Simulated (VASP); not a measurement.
# SrVO3 (Pm-3m) in VASP: further runs

SrVO3 is run at these levels: r2SCAN+U; tasks: single point.

Program: VASP 6.6.1. These are calculated values, not measurements. Logs are shortened: lines on timing, memory, paths and dates and some standing lists are left out, and cuts for length are marked.

**1. The cell of the first run**

The structure is cubic, space group Pm-3m (No. 221). The conventional cell has a = 3.841 Å, b = 3.841 Å, c = 3.841 Å, α = 90.00°, β = 90.00°, γ = 90.00°. Sr (site symmetry m-3m) has 12 O at 2.72 Å and 8 V at 3.33 Å within 3.6 Å. V (site symmetry m-3m) has 6 O at 1.92 Å within 2.5 Å. O (site symmetry 4/mmm) has 2 V at 1.92 Å within 2.5 Å.

**2. Single point, r2SCAN+U, collinear spin**

POSCAR

```
SrVO3
1.0
    3.8408994000      0.0000000000      0.0000000000
    0.0000000000      3.8408994000      0.0000000000
    0.0000000000      0.0000000000      3.8408994000
Sr V O
1 1 3
Direct
    0.5000000000      0.5000000000      0.5000000000
    0.0000000000      0.0000000000      0.0000000000
    0.5000000000      0.0000000000      0.0000000000
    0.0000000000      0.5000000000      0.0000000000
    0.0000000000      0.0000000000      0.5000000000
```

INCAR.step1

```
SYSTEM = SrVO3
  PREC = Accurate
  ENCUT = 520
  ISMEAR = 0
  SIGMA = 0.05
  LREAL = .False.
  LASPH = .True.
  NELM = 150
  ISPIN = 2
  MAGMOM = 0 1.08 -0.08 -0.08 -0.12
  LMAXMIX = 4
  LDAU = .True.
  LDAUTYPE = 2
  LDAUL = -1 2 -1
  LDAUU = 0 4 0
  LDAUJ = 0 0 0
  NBANDS = 32
  GGA = PE
  ALGO = Normal
  EDIFF = 1E-4
  LWAVE = .True.
  LCHARG = .False.
```

INCAR.step2

```
SYSTEM = SrVO3
  PREC = Accurate
  ENCUT = 520
  EDIFF = 1E-6
  ISMEAR = 0
  SIGMA = 0.05
  LREAL = .False.
  LASPH = .True.
  NELM = 150
  ALGO = Normal
  ISIF = 2
  LWAVE = .False.
  LCHARG = .False.
  ISPIN = 2
  MAGMOM = 0 1.08 -0.08 -0.08 -0.12
  LORBIT = 11
  LMAXMIX = 4
  LDAU = .True.
  LDAUTYPE = 2
  LDAUL = -1 2 -1
  LDAUU = 0 4 0
  LDAUJ = 0 0 0
  LDAUPRINT = 1
  METAGGA = R2SCAN
  LMIXTAU = .True.
  NBANDS = 32
  ISTART = 1
```

KPOINTS

```
regular mesh
0
Gamma
  5 5 5
  0 0 0
```

Potentials or basis: VASP PAW PBE potentials, release 64 (Sr_sv, V_sv, O).

The run is started by

```
cat potpaw_PBE.64/Sr_sv/POTCAR potpaw_PBE.64/V_sv/POTCAR potpaw_PBE.64/O/POTCAR > POTCAR
cp INCAR.step1 INCAR
mpirun -np 1 vasp_std > vasp.out
cp INCAR.step2 INCAR
mpirun -np 1 vasp_std > vasp.out
```

OUTCAR:

```text
SYSTEM = SrVO3
   PREC = Accurate
   ENCUT = 520
   EDIFF = 1E-6
   ISMEAR = 0
   LREAL = .False.
   LASPH = .True.
   NELM = 150
   ISIF = 2
   ISPIN = 2
   LORBIT = 11
   METAGGA = R2SCAN
   ISTART = 1

 ion  position               nearest neighbor table
   1  0.500  0.500  0.500-   3 2.72   4 2.72   5 2.72   3 2.72   4 2.72   3 2.72   5 2.72   3 2.72
                             4 2.72   5 2.72   4 2.72   5 2.72   2 3.33   2 3.33   2 3.33   2 3.33
   2  0.000  0.000  0.000-   3 1.92   4 1.92   5 1.92   5 1.92   4 1.92   3 1.92   1 3.33   1 3.33
                             1 3.33   1 3.33   1 3.33   1 3.33   1 3.33   1 3.33
   3  0.500  0.000  0.000-   2 1.92   2 1.92   1 2.72   1 2.72   1 2.72   1 2.72
   4  0.000  0.500  0.000-   2 1.92   2 1.92   1 2.72   1 2.72   1 2.72   1 2.72
   5  0.000  0.000  0.500-   2 1.92   2 1.92   1 2.72   1 2.72   1 2.72   1 2.72

  LATTYP: Found a simple cubic cell.
 ALAT       =     3.8408994000

  Lattice vectors:

 A1 = (   3.8408994000,   0.0000000000,   0.0000000000)
 A2 = (   0.0000000000,   3.8408994000,   0.0000000000)
 A3 = (   0.0000000000,   0.0000000000,   3.8408994000)

Analysis of symmetry for initial positions (statically):
=====================================================================
 Subroutine PRICEL returns:
 Original cell was already a primitive cell.

 Routine SETGRP: Setting up the symmetry group for a
 simple cubic supercell.

 Subroutine GETGRP returns: Found 48 space group operations
 (whereof 48 operations were pure point group operations)
 out of a pool of 48 trial point group operations.

The static configuration has the point symmetry O_h .

Analysis of symmetry for dynamics (positions and initial velocities):
=====================================================================
 Subroutine PRICEL returns:
 Original cell was already a primitive cell.

 Routine SETGRP: Setting up the symmetry group for a
 simple cubic supercell.

 Subroutine GETGRP returns: Found 48 space group operations
 (whereof 48 operations were pure point group operations)
 out of a pool of 48 trial point group operations.

The dynamic configuration has the point symmetry O_h .

Analysis of structural, dynamic, and magnetic symmetry:
=====================================================================
 Subroutine PRICEL returns:
 Original cell was already a primitive cell.

 Routine SETGRP: Setting up the symmetry group for a
 simple cubic supercell.

 Subroutine GETGRP returns: Found 16 space group operations
 (whereof 16 operations were pure point group operations)
 out of a pool of 48 trial point group operations.

The overall configuration has the point symmetry D_4h.

 Subroutine INISYM returns: Found 16 space group operations
 (whereof 16 operations are pure point group operations),
 and found     1 'primitive' translations

----------------------------------------------------------------------------------------

                                     Primitive cell

  volume of cell :      56.6629

  direct lattice vectors                    reciprocal lattice vectors
     3.840899400  0.000000000  0.000000000     0.260355686  0.000000000  0.000000000
     0.000000000  3.840899400  0.000000000     0.000000000  0.260355686  0.000000000
     0.000000000  0.000000000  3.840899400     0.000000000  0.000000000  0.260355686

  length of vectors
     3.840899400  3.840899400  3.840899400     0.260355686  0.260355686  0.260355686

  position of ions in fractional coordinates (direct lattice)
     0.500000000  0.500000000  0.500000000
     0.000000000  0.000000000  0.000000000
     0.500000000  0.000000000  0.000000000
     0.000000000  0.500000000  0.000000000
     0.000000000  0.000000000  0.500000000

  ion indices of the primitive-cell ions
   primitive index   ion index
                 1           1
                 2           2
                 3           3
                 4           4
                 5           5

----------------------------------------------------------------------------------------

 KPOINTS: regular mesh

Automatic generation of k-mesh.
 Grid dimensions read from file:
 generate k-points for:    5    5    5
[... 53 lines left out ...]
   LSORBIT =      F    spin-orbit coupling
   LASPH  =      T    aspherical Exc in radial PAW
   ENCUT  =  520.0 eV  38.22 Ry    6.18 a.u.   7.14  7.14  7.14*2*pi/ulx,y,z
   NELM   =    150;   NELMIN=  2; NELMDL=  0     # of ELM steps
   EDIFF  = 0.1E-05   stopping-criterion for ELM
   LREAL  =      F    real-space projection
   EDIFFG = 0.1E-04   stopping-criterion for IOM
   NSW    =      0    number of steps for IOM
   IBRION =     -1    ionic relax: 0-MD 1-quasi-New 2-CG
   NFREE  =      0    steps in history (QN), initial steepest desc. (CG)
   ISIF   =      2    stress and relaxation
   ISYM   =      2    0-nonsym 1-usesym 2-fastsym
   POTIM  = 0.5000    time-step for ionic-motion
   TEBEG  =    0.0;   TEEND  =   0.0 temperature during run
   PSTRESS=    0.0 pullay stress
   NELECT =      41.0000    total number of electrons
   NUPDOWN=      -1.0000    fix difference up-down
   EMIN   =  10.00;   EMAX   =-10.00  energy-range for DOS
   EFERMI =   0.00;   METHOD = LEGACY
   ISMEAR =     0;   SIGMA  =   0.05  broadening in eV -4-tet -1-fermi 0-gaus
   EFERMI_NEDOS =   21; number of points for ismear=-14 and -15
   IALGO  =     38    algorithm
   IMIX   =      4    mixing-type and parameters
     AMIX     =   0.40;   BMIX     =  1.00
     AMIX_MAG =   1.60;   BMIX_MAG =  1.00
  volume/ion in A,a.u.               =      11.33        76.48
  Fermi-wavevector in a.u.,A,eV,Ry     =   1.469726  2.777380 29.389889  2.160096
  Thomas-Fermi vector in A             =   2.585069
   LORBIT       =     11    0 simple, 1 ext, 2 COOP (PROOUT), +10 PAW based schemes
 LDA+U is selected, type is set to LDAUTYPE =  2
   angular momentum for each species LDAUL =    -1    2   -1
   U (eV)           for each species LDAUU =   0.0  4.0  0.0
   J (eV)           for each species LDAUJ =   0.0  0.0  0.0
   METAGGA = R2SCAN    functional components
   LHFCALC =     F    Hartree Fock is set to
   AEXX    =    0.0000 exact exchange contribution
   IVDW    =     0    specifies the selected vdW correction
   LEPSILON=     F    determine dielectric tensor
   LRPA    =     F    only Hartree local field effects (RPA)
 spin polarized calculation
 Gauss-broadening in eV      SIGMA  =   0.05
  energy-cutoff  :      520.00
  volume of cell :       56.66
 maximum number of plane-waves:      1551
 NGX is ok and might be reduce to    30
   NGX = 15   NGY = 15   NGZ = 15

atom =   2  type =  2  l = 2

 onsite density matrix

spin component  1

  0.4890  0.0000  0.0000  0.0000 -0.0000
  0.0000  0.4516  0.0000  0.0000  0.0000
  0.0000  0.0000  0.3059  0.0000  0.0000
  0.0000  0.0000  0.0000  0.4516 -0.0000
 -0.0000  0.0000  0.0000 -0.0000  0.3036

spin component  2

  0.0885 -0.0000  0.0000  0.0000  0.0000
 -0.0000  0.0896 -0.0000  0.0000 -0.0000
  0.0000 -0.0000  0.2766 -0.0000  0.0000
  0.0000  0.0000 -0.0000  0.0896  0.0000
  0.0000 -0.0000  0.0000  0.0000  0.2763

 occupancies and eigenvectors

  o =  0.0885  v =  0.0000  0.0000  0.0000  0.0000  0.0000  1.0000  0.0000  0.0000  0.0000  0.0000      0.0000  0.0000  0.0000  0.0000  0.0000  0.0000  0.0000  0.0000  0.0000  0.0000
  o =  0.0896  v =  0.0000  0.0000  0.0000  0.0000  0.0000  0.0000  0.7940 -0.0000 -0.6079 -0.0000      0.0000  0.0000  0.0000  0.0000  0.0000  0.0000  0.0000  0.0000  0.0000  0.0000
  o =  0.0896  v =  0.0000  0.0000  0.0000  0.0000  0.0000  0.0000  0.6079 -0.0000  0.7940 -0.0000      0.0000  0.0000  0.0000  0.0000  0.0000  0.0000  0.0000  0.0000  0.0000  0.0000
  o =  0.2763  v =  0.0000  0.0000  0.0000  0.0000  0.0000  0.0000 -0.0000 -0.0000  0.0000 -1.0000      0.0000  0.0000  0.0000  0.0000  0.0000  0.0000  0.0000  0.0000  0.0000  0.0000
  o =  0.2766  v =  0.0000  0.0000  0.0000  0.0000  0.0000  0.0000 -0.0000 -1.0000 -0.0000  0.0000      0.0000  0.0000  0.0000  0.0000  0.0000  0.0000  0.0000  0.0000  0.0000  0.0000
  o =  0.3036  v =  0.0000  0.0000 -0.0000  0.0000 -1.0000  0.0000  0.0000  0.0000  0.0000  0.0000      0.0000  0.0000  0.0000  0.0000  0.0000  0.0000  0.0000  0.0000  0.0000  0.0000
  o =  0.3059  v =  0.0000  0.0000  1.0000 -0.0000 -0.0000  0.0000  0.0000  0.0000  0.0000  0.0000      0.0000  0.0000  0.0000  0.0000  0.0000  0.0000  0.0000  0.0000  0.0000  0.0000
  o =  0.4516  v =  0.0000  0.8599 -0.0000 -0.5104  0.0000  0.0000  0.0000  0.0000  0.0000  0.0000      0.0000  0.0000  0.0000  0.0000  0.0000  0.0000  0.0000  0.0000  0.0000  0.0000
  o =  0.4516  v =  0.0000  0.5104 -0.0000  0.8599  0.0000  0.0000  0.0000  0.0000  0.0000  0.0000      0.0000  0.0000  0.0000  0.0000  0.0000  0.0000  0.0000  0.0000  0.0000  0.0000
  o =  0.4890  v =  1.0000  0.0000  0.0000  0.0000  0.0000  0.0000  0.0000  0.0000  0.0000  0.0000      0.0000  0.0000  0.0000  0.0000  0.0000  0.0000  0.0000  0.0000  0.0000  0.0000

 number of electron      41.0000017 magnetization       1.0000000

 Free energy of the ion-electron system (eV)
  ---------------------------------------------------
  ext. energy  EPLUGINS =         0.00000000
  ---------------------------------------------------
  free energy    TOTEN  =       -58.70447995 eV

  energy without entropy =      -58.70182335  energy(sigma->0) =      -58.70315165

 E-fermi :   5.6120     XC(G=0): -12.2688

 val. band max:        5.6094677543   @ k =   0.4000   0.2000   0.2000
 cond. band min:       6.0251929925   @ k =   0.0000   0.4000   0.4000
 fundamental gap:      0.4157252383
 Fermi energy:         5.6120002011

 spin component 1

 k-point     1 :       0.0000    0.0000    0.0000
  band No.  band energies     occupation
      1     -63.6003      1.00000
      2     -36.2895      1.00000
      3     -36.2770      1.00000
      4     -36.2770      1.00000
      5     -29.5827      1.00000
      6     -14.6587      1.00000
[... 619 lines left out ...]
     31      16.3143      0.00000
     32      19.6076      0.00000
 Fermi energy:         5.6120002011

 spin component 2

 k-point     1 :       0.0000    0.0000    0.0000
  band No.  band energies     occupation
      1     -61.9916      1.00000
      2     -34.7193      1.00000
      3     -34.6559      1.00000
      4     -34.6559      1.00000
      5     -29.5855      1.00000
      6     -14.7746      1.00000
[... 619 lines left out ...]
     31      16.3637      0.00000
     32      19.6278      0.00000

------------------------ aborting loop because EDIFF is reached ----------------------------------------

  FORCE on cell =-STRESS in cart. coord.  units (eV):
  Direction    XX          YY          ZZ          XY          YZ          ZX
  --------------------------------------------------------------------------------------
  -------------------------------------------------------------------------------------
  Total        1.8453117      1.8453117      1.7485813      0.0000000      0.0000000     -0.0000000
  in kB       52.1772900     52.1772900     49.4421796      0.0000000      0.0000000     -0.0000000
  external PRESSURE =      51.2655865 kB  Pullay stress =       0.0000000 kB

 VOLUME and BASIS-vectors are now :
 -----------------------------------------------------------------------------
  energy-cutoff  :      520.00
  volume of cell :       56.66
      direct lattice vectors                 reciprocal lattice vectors
     3.840899400  0.000000000  0.000000000     0.260355686  0.000000000  0.000000000
     0.000000000  3.840899400  0.000000000     0.000000000  0.260355686  0.000000000
     0.000000000  0.000000000  3.840899400     0.000000000  0.000000000  0.260355686

 POSITION                                       TOTAL-FORCE (eV/Angst)
 -----------------------------------------------------------------------------------
      1.92045      1.92045      1.92045         0.000000      0.000000      0.000000
      0.00000      0.00000      0.00000         0.000000      0.000000      0.000000
      1.92045      0.00000      0.00000         0.000000      0.000000      0.000000
      0.00000      1.92045      0.00000         0.000000      0.000000      0.000000
      0.00000      0.00000      1.92045         0.000000      0.000000      0.000000
 -----------------------------------------------------------------------------------
    total drift:                                0.000000     -0.000000      0.000000

  FREE ENERGIE OF THE ION-ELECTRON SYSTEM (eV)
  ---------------------------------------------------
  free  energy   TOTEN  =       -58.7044799457 eV

  energy  without entropy=      -58.7018233458  energy(sigma->0) =      -58.70315165

 total charge

# of ion       s       p       d       tot
------------------------------------------
    1        2.000   5.892   0.203   8.095
    2        2.284   6.354   2.787  11.426
    3        1.568   3.531   0.000   5.099
    4        1.568   3.531   0.000   5.099
    5        1.568   3.532   0.000   5.100
--------------------------------------------------
tot          8.989  22.840   2.991  34.820

 magnetization (x)

# of ion       s       p       d       tot
------------------------------------------
    1       -0.000  -0.002   0.002  -0.000
    2        0.011   0.013   1.178   1.202
    3       -0.002  -0.078   0.000  -0.081
    4       -0.002  -0.078   0.000  -0.081
    5       -0.002  -0.078   0.000  -0.081
--------------------------------------------------
tot          0.004  -0.224   1.180   0.960
```

Run time: 3.2 min. Hardware: 1 thread of AMD EPYC 7R13 (Zen 3), shared host; peak memory 0.2 GiB.

What came out:

| Property | Result |
| --- | --- |
| Free energy | -58.7045 eV |
| Pressure | 5.1 GPa |
| Band gap on the k mesh | zero (filled and empty bands overlap) |
| Net moment | 1.00 μB per cell |
| Site moments | Sr -0.00; V +1.20; O -0.08 μB |
| Valence electrons inside the program's atomic spheres | Sr 8.10; V 11.43; O 5.10 |

Stress tensor (GPa, compression positive):
```
5.22 0.00 0.00
0.00 5.22 0.00
0.00 0.00 4.94
```

Levels at points of the mesh, in eV from the Fermi level:
Spin up:
```csv
k point,band 19,band 20,band 21,band 22,band 23,band 24
"(0.00, 0.00, 0.00)",-1.89,-1.89,-1.56,-1.39,-1.39,1.93
```
Spin down:
```csv
k point,band 18,band 19,band 20,band 21,band 22,band 23
"(0.00, 0.00, 0.00)",-2.07,-2.06,-2.06,1.70,1.70,1.76
```

Eigenvalues of the final occupation matrices:
```csv
site,spin,trace,eigenvalues
site 2 d,1,2.00,0.30 0.31 0.45 0.45 0.49
site 2 d,2,0.82,0.09 0.09 0.09 0.28 0.28
```

Caveat: the cell stands under pressure; the PAW data sets were made with another functional, which shifts forces and pressure a little.

[end of part 1 of 2]

The gap in the log of VASP goes by the Fermi energy; the results here count the filled bands.